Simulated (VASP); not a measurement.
# C in VASP: further runs

Runs on C. Level: PBE. Tasks: single point.

All numbers are computed with VASP 6.6.1; they aren't measurements. Logs are shortened: lines on timing, memory, paths and dates and some standing lists are left out, and cuts for length are marked.

## (1) The cell of the first run

Symmetry: Fd-3m, No. 227, cubic system. Conventional cell: a = 3.494 Å, b = 3.494 Å, c = 3.494 Å, α = 90.00°, β = 90.00°, γ = 90.00°. Within 2.0 Å of C (site symmetry -43m) lie 4 C at 1.51 Å.

## (2) Single point, PBE

Input file INCAR:

```
PREC = Accurate
ENCUT = 600
EDIFF = 1E-6
ISMEAR = 0
SIGMA = 0.01
LREAL = False
LASPH = True
NELM = 120
ALGO = Normal
ISIF = 2
LWAVE = False
LCHARG = True
GGA = PE
LELF = True
LVHAR = True
NBANDS = 11
GGA_COMPAT = False
```

Input file KPOINTS:

```
regular mesh
0
Gamma
  4 4 4
```

Input file POSCAR:

```
C
1.0
    0.0000000000      1.7470918200      1.7470918200
    1.7470918200      0.0000000000      1.7470918200
    1.7470918200      1.7470918200      0.0000000000
C
2
Direct
    0.0000000000      0.0000000000      0.0000000000
    0.2500000000      0.2500000000      0.2500000000
```

Potentials or basis: VASP PAW PBE potentials, release 64 (C).

Started as:

```
$ cat potpaw_PBE.64/C/POTCAR > POTCAR
$ mpirun -np 1 vasp_std > vasp.out
```

OUTCAR:

```text
PREC = Accurate
   ENCUT = 600
   EDIFF = 1E-6
   ISMEAR = 0
   LREAL = False
   LASPH = True
   NELM = 120
   ISIF = 2
   GGA = PE

 ion  position               nearest neighbor table
   1  0.000  0.000  0.000-   2 1.51   2 1.51   2 1.51   2 1.51
   2  0.250  0.250  0.250-   1 1.51   1 1.51   1 1.51   1 1.51

  LATTYP: Found a face centered cubic cell.
 ALAT       =     3.4941836400

  Lattice vectors:

 A1 = (   0.0000000000,   1.7470918200,   1.7470918200)
 A2 = (   1.7470918200,   0.0000000000,   1.7470918200)
 A3 = (   1.7470918200,   1.7470918200,   0.0000000000)

Analysis of symmetry for initial positions (statically):
=====================================================================
 Subroutine PRICEL returns:
 Original cell was already a primitive cell.

 Routine SETGRP: Setting up the symmetry group for a
 face centered cubic supercell.

 Subroutine GETGRP returns: Found 48 space group operations
 (whereof 24 operations were pure point group operations)
 out of a pool of 48 trial point group operations.

The static configuration has the point symmetry T_d .
 The point group associated with its full space group is O_h .

Analysis of symmetry for dynamics (positions and initial velocities):
=====================================================================
 Subroutine PRICEL returns:
 Original cell was already a primitive cell.

 Routine SETGRP: Setting up the symmetry group for a
 face centered cubic supercell.

 Subroutine GETGRP returns: Found 48 space group operations
 (whereof 24 operations were pure point group operations)
 out of a pool of 48 trial point group operations.

The dynamic configuration has the point symmetry T_d .
 The point group associated with its full space group is O_h .

 Subroutine INISYM returns: Found 48 space group operations
 (whereof 24 operations are pure point group operations),
 and found     1 'primitive' translations

----------------------------------------------------------------------------------------

                                     Primitive cell

  volume of cell :      10.6654

  direct lattice vectors                    reciprocal lattice vectors
     0.000000000  1.747091820  1.747091820    -0.286189881  0.286189881  0.286189881
     1.747091820  0.000000000  1.747091820     0.286189881 -0.286189881  0.286189881
     1.747091820  1.747091820  0.000000000     0.286189881  0.286189881 -0.286189881

  length of vectors
[... 72 lines left out ...]
   ISYM   =      2    0-nonsym 1-usesym 2-fastsym
   POTIM  = 0.5000    time-step for ionic-motion
   TEBEG  =    0.0;   TEEND  =   0.0 temperature during run
   PSTRESS=    0.0 pullay stress
   NELECT =       8.0000    total number of electrons
   NUPDOWN=      -1.0000    fix difference up-down
   EMIN   =  10.00;   EMAX   =-10.00  energy-range for DOS
   EFERMI =   0.00;   METHOD = LEGACY
   ISMEAR =     0;   SIGMA  =   0.01  broadening in eV -4-tet -1-fermi 0-gaus
   EFERMI_NEDOS =   21; number of points for ismear=-14 and -15
   IALGO  =     38    algorithm
   IMIX   =      4    mixing-type and parameters
     AMIX     =   0.40;   BMIX     =  1.00
     AMIX_MAG =   1.60;   BMIX_MAG =  1.00
  volume/ion in A,a.u.               =       5.33        35.99
  Fermi-wavevector in a.u.,A,eV,Ry     =   1.487462  2.810895 30.103462  2.212542
  Thomas-Fermi vector in A             =   2.600619
   LORBIT       =      0    0 simple, 1 ext, 2 COOP (PROOUT), +10 PAW based schemes
   GGA     = PE    functional components
   LHFCALC =     F    Hartree Fock is set to
   AEXX    =    0.0000 exact exchange contribution
   IVDW    =     0    specifies the selected vdW correction
   LEPSILON=     F    determine dielectric tensor
   LRPA    =     F    only Hartree local field effects (RPA)
 non-spin polarized calculation
 Gauss-broadening in eV      SIGMA  =   0.01
  energy-cutoff  :      600.00
  volume of cell :       10.67
 maximum number of plane-waves:       363
   NGX =  9   NGY =  9   NGZ =  9

 number of electron       7.9999999 magnetization

 Free energy of the ion-electron system (eV)
  ---------------------------------------------------
  ext. energy  EPLUGINS =         0.00000000
  ---------------------------------------------------
  free energy    TOTEN  =       -17.97967044 eV

  energy without entropy =      -17.97967044  energy(sigma->0) =      -17.97967044

 E-fermi :  10.7364     XC(G=0): -13.5492

 val. band max:       10.6745542727   @ k =   0.0000   0.0000   0.0000
 cond. band min:      15.2607298017   @ k =   0.2500   0.2500   0.0000
 fundamental gap:      4.5861755290
 Fermi energy:        10.7364391921

 k-point     1 :       0.0000    0.0000    0.0000
  band No.  band energies     occupation
      1     -11.6626      2.00000
      2      10.6746      2.00000
      3      10.6746      2.00000
      4      10.6746      2.00000
      5      16.4260      0.00000
      6      16.4260      0.00000
      7      16.4260      0.00000
      8      25.4466      0.00000
      9      30.7662      0.00000
     10      37.8749      0.00000
     11      37.8749      0.00000
[... 85 lines left out ...]
 k-point     8 :      -0.2500    0.5000    0.2500
  band No.  band energies     occupation
      1      -1.6494      2.00000
      2      -1.6494      2.00000
      3       1.7922      2.00000
      4       1.7922      2.00000
      5      21.5639      0.00000
      6      21.5639      0.00000
      7      23.8007      0.00000
      8      23.8007      0.00000
      9      32.9800      0.00000
     10      32.9800      0.00000
     11      42.1265      0.00000

------------------------ aborting loop because EDIFF is reached ----------------------------------------

  FORCE on cell =-STRESS in cart. coord.  units (eV):
  Direction    XX          YY          ZZ          XY          YZ          ZX
  --------------------------------------------------------------------------------------
  -------------------------------------------------------------------------------------
  Total        2.2357437      2.2357437      2.2357437     -0.0000000     -0.0000000      0.0000000
  in kB      335.8577838    335.8577838    335.8577838     -0.0000000     -0.0000000      0.0000000
  external PRESSURE =     335.8577838 kB  Pullay stress =       0.0000000 kB

 VOLUME and BASIS-vectors are now :
 -----------------------------------------------------------------------------
  energy-cutoff  :      600.00
  volume of cell :       10.67
      direct lattice vectors                 reciprocal lattice vectors
     0.000000000  1.747091820  1.747091820    -0.286189881  0.286189881  0.286189881
     1.747091820  0.000000000  1.747091820     0.286189881 -0.286189881  0.286189881
     1.747091820  1.747091820  0.000000000     0.286189881  0.286189881 -0.286189881

 POSITION                                       TOTAL-FORCE (eV/Angst)
 -----------------------------------------------------------------------------------
      0.00000      0.00000      0.00000        -0.000000     -0.000000      0.000000
      0.87355      0.87355      0.87355         0.000000      0.000000     -0.000000
 -----------------------------------------------------------------------------------
    total drift:                                0.000000      0.000000      0.000000

  FREE ENERGIE OF THE ION-ELECTRON SYSTEM (eV)
  ---------------------------------------------------
  free  energy   TOTEN  =       -17.9796704389 eV

  energy  without entropy=      -17.9796704389  energy(sigma->0) =      -17.97967044
```

It took 2.2 s on 1 thread of Intel Xeon Platinum 8488C (Sapphire Rapids), shared host; peak memory 0.11 GiB.

What came out:

| Item | Value |
| --- | --- |
| Free energy | -17.9797 eV |
| Pressure | 33.6 GPa |
| Band gap on the k mesh | 4.59 eV, indirect (least direct gap 5.75 eV) |

Levels at points of the mesh, in eV from the valence-band top:
```csv
k point,band 1,band 2,band 3,band 4,band 5,band 6,band 7,band 8
"(0.00, 0.00, 0.00)",-22.34,0.00,0.00,0.00,5.75,5.75,5.75,14.77
"(0.50, 0.00, 0.00)",-16.19,-14.09,-2.97,-2.97,8.71,8.71,9.69,16.25
"(0.50, 0.50, 0.00)",-13.22,-13.22,-6.69,-6.69,4.87,4.87,17.77,17.77
```

Caveat: the k points lie up to 0.78 Å⁻¹ apart. Expect the measured gap to be larger: semilocal functionals such as PBE lack the derivative discontinuity.

## (3) Single point, PBE

This run uses another cell than the first one, of 6.01 Å³/atom, 1.128 times its volume.

Input file INCAR:

```
  PREC = Accurate
  ENCUT = 600
  EDIFF = 1E-6
  ISMEAR = 0
  SIGMA = 0.01
  LREAL = False
  LASPH = True
  NELM = 120
  ALGO = Normal
  ISIF = 2
  LWAVE = False
  LCHARG = False
  GGA = PE
  NBANDS = 11
  GGA_COMPAT = False
```

Input file KPOINTS:

```
Automatic mesh
0
Gamma
  4 4 4
```

Input file POSCAR:

```
C
1.0
    0.0000000000      1.8184794700      1.8184794700
    1.8184794700      0.0000000000      1.8184794700
    1.8184794700      1.8184794700      0.0000000000
C
2
Direct
    0.0000000000      0.0000000000      0.0000000000
    0.2500000000      0.2500000000      0.2500000000
```

Potentials or basis: VASP PAW PBE potentials, release 64 (C).

Started as:

```
$ cat potpaw_PBE.64/C/POTCAR > POTCAR
$ mpirun -np 1 vasp_std > vasp.out
```

Run time: 2.9 s. Hardware: 1 thread of Intel Xeon Platinum 8488C (Sapphire Rapids), shared host; peak memory 0.12 GiB.

It converged, with:

```
Free energy            : -18.0201 eV
Pressure               : -20.5 GPa
Band gap on the k mesh : 4.29 eV, indirect (least direct gap 5.42 eV)
```

Levels at points of the mesh, in eV from the valence-band top:
```csv
k point,band 2,band 3,band 4,band 5,band 6,band 7
"(0.00, 0.00, 0.00)",0.00,0.00,0.00,5.42,5.42,5.42
"(0.50, 0.00, 0.00)",-12.75,-2.65,-2.65,8.07,8.20,8.20
"(0.50, 0.50, 0.00)",-12.37,-5.96,-5.96,4.62,4.62,15.94
```

Caveat: the k points lie up to 0.75 Å⁻¹ apart. A k mesh can miss the band edges.

## (4) Single point, PBE

This run uses another cell than the first one, of 5.67 Å³/atom, 1.064 times its volume.

Input file INCAR:

```
  PREC = Accurate
  ENCUT = 600
  EDIFF = 1E-6
  ISMEAR = 0
  SIGMA = 0.01
  LREAL = F
  LASPH = T
  NELM = 120
  ALGO = Normal
  ISIF = 2
  LWAVE = F
  LCHARG = F
  GGA = PE
  NBANDS = 11
  GGA_COMPAT = F
```

Input file KPOINTS:

```
Automatic mesh
0
Gamma
  2 2 2
```

Input file POSCAR:

```
C
1.0
    0.0000000000      1.7835000000      1.7835000000
    1.7835000000      0.0000000000      1.7835000000
    1.7835000000      1.7835000000      0.0000000000
C
2
Direct
    0.0000000000      0.0000000000      0.0000000000
    0.2750000000      0.2500000000      0.2350000000
```

Potentials or basis: VASP PAW PBE potentials, release 64 (C).

Started as:

```
$ cat potpaw_PBE.64/C/POTCAR > POTCAR
$ mpirun -np 1 vasp_std > vasp.out
```

OUTCAR:

```text
PREC = Accurate
   ENCUT = 600
   EDIFF = 1E-6
   ISMEAR = 0
   LREAL = F
   LASPH = T
   NELM = 120
   ISIF = 2
   GGA = PE

 ion  position               nearest neighbor table
   1  0.000  0.000  0.000-   2 1.49   2 1.55   2 1.57   2 1.58
   2  0.275  0.250  0.235-   1 1.49   1 1.55   1 1.57   1 1.58

  LATTYP: Found a face centered cubic cell.
 ALAT       =     3.5670000000

  Lattice vectors:

 A1 = (   0.0000000000,   1.7835000000,   1.7835000000)
[... 281 lines left out ...]
------------------------ aborting loop because EDIFF is reached ----------------------------------------

  FORCE on cell =-STRESS in cart. coord.  units (eV):
  Direction    XX          YY          ZZ          XY          YZ          ZX
  --------------------------------------------------------------------------------------
  -------------------------------------------------------------------------------------
  Total        2.4526003      2.4702169      2.3968940     -0.5637610      0.3558570     -0.2588372
  in kB      346.3283389    348.8159523    338.4621208    -79.6079134     50.2500779    -36.5500467
  external PRESSURE =     344.5354707 kB  Pullay stress =       0.0000000 kB

 VOLUME and BASIS-vectors are now :
 -----------------------------------------------------------------------------
  energy-cutoff  :      600.00
  volume of cell :       11.35
      direct lattice vectors                 reciprocal lattice vectors
     0.000000000  1.783500000  1.783500000    -0.280347631  0.280347631  0.280347631
     1.783500000  0.000000000  1.783500000     0.280347631 -0.280347631  0.280347631
     1.783500000  1.783500000  0.000000000     0.280347631  0.280347631 -0.280347631

 POSITION                                       TOTAL-FORCE (eV/Angst)
 -----------------------------------------------------------------------------------
      0.00000      0.00000      0.00000        -1.620412      1.164305      2.586791
      0.86500      0.90958      0.93634         1.620412     -1.164305     -2.586791
 -----------------------------------------------------------------------------------
    total drift:                               -0.000002     -0.000002      0.000001

  FREE ENERGIE OF THE ION-ELECTRON SYSTEM (eV)
  ---------------------------------------------------
  free  energy   TOTEN  =       -14.9083761793 eV

  energy  without entropy=      -14.9083761793  energy(sigma->0) =      -14.90837618
```

OSZICAR:

```text
N       E                     dE             d eps       ncg     rms          rms(c)
DAV:   1     0.713162441618E+01    0.71316E+01   -0.53033E+03   176   0.818E+02
DAV:   2    -0.155724300542E+02   -0.22704E+02   -0.22093E+02   259   0.139E+02
DAV:   3    -0.159086386265E+02   -0.33621E+00   -0.33553E+00   212   0.134E+01
DAV:   4    -0.159091670422E+02   -0.52842E-03   -0.52837E-03   185   0.622E-01
DAV:   5    -0.159091678240E+02   -0.78177E-06   -0.78174E-06   218   0.227E-02    0.648E+00
DAV:   6    -0.151650564089E+02    0.74411E+00   -0.33683E-01   176   0.433E+00    0.391E+00
DAV:   7    -0.149045019896E+02    0.26055E+00   -0.45066E-01   176   0.504E+00    0.907E-01
DAV:   8    -0.149082195265E+02   -0.37175E-02   -0.14347E-02   191   0.868E-01    0.619E-02
DAV:   9    -0.149083356008E+02   -0.11607E-03   -0.11380E-04   221   0.922E-02    0.428E-02
DAV:  10    -0.149083757059E+02   -0.40105E-04   -0.28348E-05   197   0.465E-02    0.764E-03
DAV:  11    -0.149083761793E+02   -0.47345E-06   -0.55037E-07   203   0.663E-03
   1 F= -.14908376E+02 E0= -.14908376E+02  d E =-.140902E-14
```

stdout:

```text
POSCAR found type information on POSCAR C
 POSCAR found :  1 types and       2 ions
 scaLAPACK will be used
 LDA part: xc-table for (Slater+PW92), standard interpolation
 POSCAR, INCAR and KPOINTS ok, starting setup
 FFT: planning ... GRIDC
 FFT: planning ... GRID_SOFT
 FFT: planning ... GRID
 WAVECAR not read
 entering main loop
```

Wall time 2.6 s (1 thread of Intel Xeon Platinum 8488C (Sapphire Rapids), shared host); peak memory 0.11 GiB.

The run converged, but its numbers aren't listed here, since they failed a check.

Caveat: the k points lie up to 1.53 Å⁻¹ apart; forces of over 1 eV/Å act on the atoms, so gaps and moduli don't describe the material at rest.
